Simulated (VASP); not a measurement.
# Y (Pm-3m) in VASP: further runs

The runs below take Y through single point, with LDA.

All numbers are computed with VASP 6.6.1; they aren't measurements. Logs are shortened: lines on timing, memory, paths and dates and some standing lists are left out, and cuts for length are marked.

## 1. The cell of the first run

The structure is cubic, space group Pm-3m (No. 221). The conventional cell has a = 3.182 Å, b = 3.182 Å, c = 3.182 Å, α = 90.00°, β = 90.00°, γ = 90.00°. Y (site symmetry m-3m) has 6 Y at 3.18 Å within 4.2 Å.

## 2. Single point, LDA (volume scaled by 1.04)

File INCAR:

```
SYSTEM = Y
ALGO = Normal
EDIFF = 1E-6
ENCUT = 520
GGA = CA
ISIF = 2
ISMEAR = -1
LASPH = .True.
LCHARG = .False.
LREAL = .False.
LWAVE = .False.
NBANDS = 12
NELM = 60
PREC = Accurate
SIGMA = 0.1
```

File KPOINTS:

```
k-points
0
Gamma
  11 11 11
  0 0 0
```

File POSCAR:

```
Y
1.0
    3.1822054977      0.0000000000      0.0000000000
    0.0000000000      3.1822054977      0.0000000000
    0.0000000000      0.0000000000      3.1822054977
Y
1
Direct
    0.0000000000      0.0000000000      0.0000000000
```

Potentials or basis: VASP PAW LDA potentials, release 64 (Y_sv).

Run with:

```
$ cat potpaw_LDA.64/Y_sv/POTCAR > POTCAR
$ mpirun -np 1 vasp_std > vasp.out
```

OUTCAR:

```text
SYSTEM = Y
   EDIFF = 1E-6
   ENCUT = 520
   GGA = CA
   ISIF = 2
   ISMEAR = -1
   LASPH = .True.
   LREAL = .False.
   NELM = 60
   PREC = Accurate

 ion  position               nearest neighbor table
   1  0.000  0.000  0.000-

  LATTYP: Found a simple cubic cell.
 ALAT       =     3.1822054977

  Lattice vectors:

 A1 = (   3.1822054977,   0.0000000000,   0.0000000000)
 A2 = (   0.0000000000,   3.1822054977,   0.0000000000)
 A3 = (   0.0000000000,   0.0000000000,   3.1822054977)

Analysis of symmetry for initial positions (statically):
=====================================================================
 Subroutine PRICEL returns:
 Original cell was already a primitive cell.

 Routine SETGRP: Setting up the symmetry group for a
 simple cubic supercell.

 Subroutine GETGRP returns: Found 48 space group operations
 (whereof 48 operations were pure point group operations)
 out of a pool of 48 trial point group operations.

The static configuration has the point symmetry O_h .

Analysis of symmetry for dynamics (positions and initial velocities):
=====================================================================
 Subroutine PRICEL returns:
 Original cell was already a primitive cell.

 Routine SETGRP: Setting up the symmetry group for a
 simple cubic supercell.

 Subroutine GETGRP returns: Found 48 space group operations
 (whereof 48 operations were pure point group operations)
 out of a pool of 48 trial point group operations.

The dynamic configuration has the point symmetry O_h .

 Subroutine INISYM returns: Found 48 space group operations
 (whereof 48 operations are pure point group operations),
 and found     1 'primitive' translations

----------------------------------------------------------------------------------------

                                     Primitive cell

  volume of cell :      32.2244

  direct lattice vectors                    reciprocal lattice vectors
     3.182205498  0.000000000  0.000000000     0.314247462  0.000000000  0.000000000
     0.000000000  3.182205498  0.000000000     0.000000000  0.314247462  0.000000000
     0.000000000  0.000000000  3.182205498     0.000000000  0.000000000  0.314247462

  length of vectors
[... 82 lines left out ...]
   EDIFFG = 0.1E-04   stopping-criterion for IOM
   NSW    =      0    number of steps for IOM
   IBRION =     -1    ionic relax: 0-MD 1-quasi-New 2-CG
   NFREE  =      0    steps in history (QN), initial steepest desc. (CG)
   ISIF   =      2    stress and relaxation
   ISYM   =      2    0-nonsym 1-usesym 2-fastsym
   POTIM  = 0.5000    time-step for ionic-motion
   TEBEG  =    0.0;   TEEND  =   0.0 temperature during run
   PSTRESS=    0.0 pullay stress
   NELECT =      11.0000    total number of electrons
   NUPDOWN=      -1.0000    fix difference up-down
   EMIN   =  10.00;   EMAX   =-10.00  energy-range for DOS
   EFERMI =   0.00;   METHOD = LEGACY
   ISMEAR =    -1;   SIGMA  =   0.10  broadening in eV -4-tet -1-fermi 0-gaus
   EFERMI_NEDOS =   21; number of points for ismear=-14 and -15
   IALGO  =     38    algorithm
   IMIX   =      4    mixing-type and parameters
     AMIX     =   0.40;   BMIX     =  1.00
     AMIX_MAG =   1.60;   BMIX_MAG =  1.00
  volume/ion in A,a.u.               =      32.22       217.46
  Fermi-wavevector in a.u.,A,eV,Ry     =   1.144136  2.162103 17.810656  1.309046
  Thomas-Fermi vector in A             =   2.280829
   LORBIT       =      0    0 simple, 1 ext, 2 COOP (PROOUT), +10 PAW based schemes
   GGA     = CA    functional components
   LHFCALC =     F    Hartree Fock is set to
   AEXX    =    0.0000 exact exchange contribution
   IVDW    =     0    specifies the selected vdW correction
   LEPSILON=     F    determine dielectric tensor
   LRPA    =     F    only Hartree local field effects (RPA)
 non-spin polarized calculation
  energy-cutoff  :      520.00
  volume of cell :       32.22
 maximum number of plane-waves:       895
 NGX is ok and might be reduce to    24
   NGX = 11   NGY = 11   NGZ = 11

 number of electron      11.0000003 magnetization

 Free energy of the ion-electron system (eV)
  ---------------------------------------------------
  ext. energy  EPLUGINS =         0.00000000
  ---------------------------------------------------
  free energy    TOTEN  =        -6.21629454 eV

  energy without entropy =       -6.14150507  energy(sigma->0) =       -6.17889980

 E-fermi :   2.8919     XC(G=0):  -9.6529

 val. band max:        2.8872254799   @ k =   0.2727   0.1818   0.0000
 cond. band min:       2.8926709176   @ k =   0.3636   0.3636   0.0909
 fundamental gap:      0.0054454377
 Fermi energy:         2.8919226472

 k-point     1 :       0.0000    0.0000    0.0000
  band No.  band energies     occupation
      1     -39.6986      2.00000
      2     -19.3800      2.00000
      3     -19.3800      2.00000
      4     -19.3800      2.00000
      5      -1.6523      2.00000
      6       2.1653      1.99860
      7       2.1653      1.99860
      8       8.5125      0.00000
      9       8.5125      0.00000
     10       8.5125      0.00000
     11      13.5785      0.00000
     12      13.5785      0.00000
[... 331 lines left out ...]
 k-point    24 :       0.2727    0.0909    0.0909
  band No.  band energies     occupation
      1     -39.6316      2.00000
      2     -19.8921      2.00000
      3     -19.4046      2.00000
      4     -19.3965      2.00000
      5       0.0023      2.00000
      6       2.8434      1.23788
      7       3.3609      0.01821
      8       6.3221      0.00000
      9       6.4127      0.00000
     10       8.0603      0.00000
     11      11.2186      0.00000
     12      15.0542      0.00000

 [... further k-points ...]

------------------------ aborting loop because EDIFF is reached ----------------------------------------

  FORCE on cell =-STRESS in cart. coord.  units (eV):
  Direction    XX          YY          ZZ          XY          YZ          ZX
  --------------------------------------------------------------------------------------
  -------------------------------------------------------------------------------------
  Total       -0.2571180     -0.2571180     -0.2571180     -0.0000000      0.0000000     -0.0000000
  in kB      -12.7837529    -12.7837529    -12.7837529     -0.0000000      0.0000000     -0.0000000
  external PRESSURE =     -12.7837529 kB  Pullay stress =       0.0000000 kB

 VOLUME and BASIS-vectors are now :
 -----------------------------------------------------------------------------
  energy-cutoff  :      520.00
  volume of cell :       32.22
      direct lattice vectors                 reciprocal lattice vectors
     3.182205498  0.000000000  0.000000000     0.314247462  0.000000000  0.000000000
     0.000000000  3.182205498  0.000000000     0.000000000  0.314247462  0.000000000
     0.000000000  0.000000000  3.182205498     0.000000000  0.000000000  0.314247462

 POSITION                                       TOTAL-FORCE (eV/Angst)
 -----------------------------------------------------------------------------------
      0.00000      0.00000      0.00000         0.000000      0.000000      0.000000
 -----------------------------------------------------------------------------------
    total drift:                                0.000000      0.000000     -0.000000

  FREE ENERGIE OF THE ION-ELECTRON SYSTEM (eV)
  ---------------------------------------------------
  free  energy   TOTEN  =        -6.2162945368 eV

  energy  without entropy=       -6.1415050730  energy(sigma->0) =       -6.17889980
```

OSZICAR:

```text
N       E                     dE             d eps       ncg     rms          rms(c)
DAV:   1     0.256129068948E+02    0.25613E+02   -0.55117E+03  1352   0.825E+02
DAV:   2    -0.504836639608E+01   -0.30661E+02   -0.29748E+02  1644   0.166E+02
DAV:   3    -0.637945478991E+01   -0.13311E+01   -0.12691E+01  1884   0.221E+01
DAV:   4    -0.641396188562E+01   -0.34507E-01   -0.34480E-01  1568   0.334E+00
DAV:   5    -0.641447207176E+01   -0.51019E-03   -0.51017E-03  1728   0.352E-01    0.198E+01
DAV:   6    -0.624053265100E+01    0.17394E+00   -0.20743E-01  1476   0.278E+00    0.117E+01
DAV:   7    -0.621933626880E+01    0.21196E-01   -0.22050E-01  1632   0.281E+00    0.903E-01
DAV:   8    -0.621647525926E+01    0.28610E-02   -0.32247E-02  1500   0.133E+00    0.370E-01
DAV:   9    -0.621632044349E+01    0.15482E-03   -0.13272E-03  1528   0.316E-01    0.246E-01
DAV:  10    -0.621629751252E+01    0.22931E-04   -0.45735E-05  1800   0.550E-02    0.146E-02
DAV:  11    -0.621629431431E+01    0.31982E-05   -0.14831E-05  1636   0.265E-02    0.144E-02
DAV:  12    -0.621629453676E+01   -0.22244E-06   -0.16702E-06  1440   0.115E-02
   1 F= -.62162945E+01 E0= -.61788998E+01  d E =-.747895E-01
```

Wall time 18 s (1 thread of AMD EPYC 7R13, shared host); peak memory 0.12 GiB.

Results:

```
Free energy : -6.2163 eV
Pressure    : -1.3 GPa
```

## 3. Single point, LDA (volume scaled by 1.08)

File INCAR:

```
SYSTEM = Y
PREC     = Accurate       ! precision mode
ENCUT    = 520            ! plane-wave cutoff, eV
EDIFF    = 1E-6           ! SCF threshold, eV
ISMEAR   = -1             ! smearing method
SIGMA    = 0.1            ! smearing width, eV
LREAL    = .FALSE.        ! projectors in reciprocal space
LASPH    = .TRUE.         ! aspherical terms in the spheres
NELM     = 60             ! most SCF steps
ALGO     = Normal         ! electronic algorithm
ISIF     = 2              ! what is computed and relaxed
LWAVE    = .FALSE.        ! write WAVECAR
LCHARG   = .TRUE.         ! write CHGCAR
LELF     = .TRUE.         ! ELF
LVHAR    = .TRUE.       
NBANDS   = 12             ! bands
```

File KPOINTS:

```
Automatic mesh
0
G
  11 11 11
  0 0 0
```

File POSCAR:

```
Y
1.0
    3.2224908566      0.0000000000      0.0000000000
    0.0000000000      3.2224908566      0.0000000000
    0.0000000000      0.0000000000      3.2224908566
Y
1
Direct
    0.0000000000      0.0000000000      0.0000000000
```

Potentials or basis: VASP PAW LDA potentials, release 64 (Y_sv).

Run with:

```
$ cat potpaw_LDA.64/Y_sv/POTCAR > POTCAR
$ mpirun -np 1 vasp_std > vasp.out
```

OUTCAR:

```text
SYSTEM = Y
   PREC = Accurate
   ENCUT = 520
   EDIFF = 1E-6
   ISMEAR = -1
   LREAL = .FALSE.
   LASPH = .TRUE.
   NELM = 60
   ISIF = 2

 ion  position               nearest neighbor table
   1  0.000  0.000  0.000-

  LATTYP: Found a simple cubic cell.
 ALAT       =     3.2224908566

  Lattice vectors:

 A1 = (   3.2224908566,   0.0000000000,   0.0000000000)
 A2 = (   0.0000000000,   3.2224908566,   0.0000000000)
 A3 = (   0.0000000000,   0.0000000000,   3.2224908566)

[... 529 lines left out ...]
      4     -19.6862      2.00000
      5      -0.1869      2.00000
      6       2.6727      1.13902
      7       3.1387      0.02474
      8       6.0326      0.00000
      9       6.1092      0.00000
     10       7.6821      0.00000
     11      10.7722      0.00000
     12      14.5243      0.00000

 [... further k-points ...]
[... 5 lines left out ...]
  --------------------------------------------------------------------------------------
  -------------------------------------------------------------------------------------
  Total       -0.4690834     -0.4690834     -0.4690834      0.0000000      0.0000000     -0.0000000
  in kB      -22.4587469    -22.4587469    -22.4587469      0.0000000      0.0000000     -0.0000000
  external PRESSURE =     -22.4587469 kB  Pullay stress =       0.0000000 kB

 VOLUME and BASIS-vectors are now :
 -----------------------------------------------------------------------------
  energy-cutoff  :      520.00
  volume of cell :       33.46
      direct lattice vectors                 reciprocal lattice vectors
     3.222490857  0.000000000  0.000000000     0.310318957  0.000000000  0.000000000
     0.000000000  3.222490857  0.000000000     0.000000000  0.310318957  0.000000000
     0.000000000  0.000000000  3.222490857     0.000000000  0.000000000  0.310318957

 POSITION                                       TOTAL-FORCE (eV/Angst)
 -----------------------------------------------------------------------------------
      0.00000      0.00000      0.00000         0.000000      0.000000      0.000000
 -----------------------------------------------------------------------------------
    total drift:                                0.000000      0.000000     -0.000000

  FREE ENERGIE OF THE ION-ELECTRON SYSTEM (eV)
  ---------------------------------------------------
  free  energy   TOTEN  =        -6.2026636007 eV

  energy  without entropy=       -6.1256328891  energy(sigma->0) =       -6.16414824
```

Run time: 17 s. Hardware: 1 thread of AMD EPYC 7R13, shared host; peak memory 0.12 GiB.

What came out:

* Free energy: -6.2027 eV
* Pressure: -2.2 GPa

Levels at points of the mesh, in eV from the Fermi level:
```
           k point  band 3  band 4  band 5  band 6  band 7  band 8
(0.00, 0.00, 0.00)  -22.37  -22.37   -4.49   -0.67   -0.67    5.41
```

## 4. Single point, LDA (volume scaled by 1.12)

File INCAR:

```
ALGO = Normal
EDIFF = 1E-6
ENCUT = 520
ISIF = 2
ISMEAR = -1
LASPH = T
LCHARG = F
LREAL = F
LWAVE = F
NBANDS = 12
NELM = 80
PREC = Accurate
SIGMA = 0.1
```

File KPOINTS:

```
k-points
0
Gamma
  11 11 11
```

File POSCAR:

```
Y
1.0
    3.2617933990      0.0000000000      0.0000000000
    0.0000000000      3.2617933990      0.0000000000
    0.0000000000      0.0000000000      3.2617933990
Y
1
Direct
    0.0000000000      0.0000000000      0.0000000000
```

Potentials or basis: VASP PAW LDA potentials, release 64 (Y_sv).

Run with:

```
$ cat potpaw_LDA.64/Y_sv/POTCAR > POTCAR
$ mpirun -np 1 vasp_std > vasp.out
```

OUTCAR:

```text
EDIFF = 1E-6
   ENCUT = 520
   ISIF = 2
   ISMEAR = -1
   LASPH = T
   LREAL = F
   NELM = 80
   PREC = Accurate

 ion  position               nearest neighbor table
   1  0.000  0.000  0.000-

  LATTYP: Found a simple cubic cell.
 ALAT       =     3.2617933990

  Lattice vectors:

 A1 = (   3.2617933990,   0.0000000000,   0.0000000000)
 A2 = (   0.0000000000,   3.2617933990,   0.0000000000)
 A3 = (   0.0000000000,   0.0000000000,   3.2617933990)

Analysis of symmetry for initial positions (statically):
=====================================================================
 Subroutine PRICEL returns:
 Original cell was already a primitive cell.

 Routine SETGRP: Setting up the symmetry group for a
 simple cubic supercell.

 Subroutine GETGRP returns: Found 48 space group operations
 (whereof 48 operations were pure point group operations)
 out of a pool of 48 trial point group operations.

The static configuration has the point symmetry O_h .

Analysis of symmetry for dynamics (positions and initial velocities):
=====================================================================
 Subroutine PRICEL returns:
 Original cell was already a primitive cell.

 Routine SETGRP: Setting up the symmetry group for a
[... 156 lines left out ...]
 Fermi energy:         2.5217143842

 k-point     1 :       0.0000    0.0000    0.0000
  band No.  band energies     occupation
      1     -40.1891      2.00000
      2     -19.9464      2.00000
      3     -19.9464      2.00000
      4     -19.9464      2.00000
      5      -1.9167      2.00000
      6       1.8976      1.99611
      7       1.8976      1.99611
      8       7.7276      0.00000
      9       7.7276      0.00000
     10       7.7276      0.00000
     11      12.6689      0.00000
     12      12.6689      0.00000
[... 331 lines left out ...]
 k-point    24 :       0.2727    0.0909    0.0909
  band No.  band energies     occupation
      1     -40.1389      2.00000
      2     -20.3562      2.00000
      3     -19.9661      2.00000
      4     -19.9601      2.00000
      5      -0.3601      2.00000
      6       2.5115      1.05091
      7       2.9321      0.03247
      8       5.7593      0.00000
      9       5.8237      0.00000
     10       7.3267      0.00000
     11      10.3517      0.00000
     12      14.0256      0.00000

 [... further k-points ...]
[... 5 lines left out ...]
  --------------------------------------------------------------------------------------
  -------------------------------------------------------------------------------------
  Total       -0.6636439     -0.6636439     -0.6636439     -0.0000000      0.0000000     -0.0000000
  in kB      -30.6391243    -30.6391243    -30.6391243     -0.0000000      0.0000000     -0.0000000
  external PRESSURE =     -30.6391243 kB  Pullay stress =       0.0000000 kB

 VOLUME and BASIS-vectors are now :
 -----------------------------------------------------------------------------
  energy-cutoff  :      520.00
  volume of cell :       34.70
      direct lattice vectors                 reciprocal lattice vectors
     3.261793399  0.000000000  0.000000000     0.306579810  0.000000000  0.000000000
     0.000000000  3.261793399  0.000000000     0.000000000  0.306579810  0.000000000
     0.000000000  0.000000000  3.261793399     0.000000000  0.000000000  0.306579810

 POSITION                                       TOTAL-FORCE (eV/Angst)
 -----------------------------------------------------------------------------------
      0.00000      0.00000      0.00000         0.000000      0.000000      0.000000
 -----------------------------------------------------------------------------------
    total drift:                                0.000000     -0.000000     -0.000000

  FREE ENERGIE OF THE ION-ELECTRON SYSTEM (eV)
  ---------------------------------------------------
  free  energy   TOTEN  =        -6.1821442007 eV

  energy  without entropy=       -6.1026944494  energy(sigma->0) =       -6.14241933
```

It took 19 s on 1 thread of AMD EPYC 7R13, shared host; peak memory 0.12 GiB.

Results:

```
Free energy : -6.1821 eV
Pressure    : -3.1 GPa
```

[end of part 1 of 2]
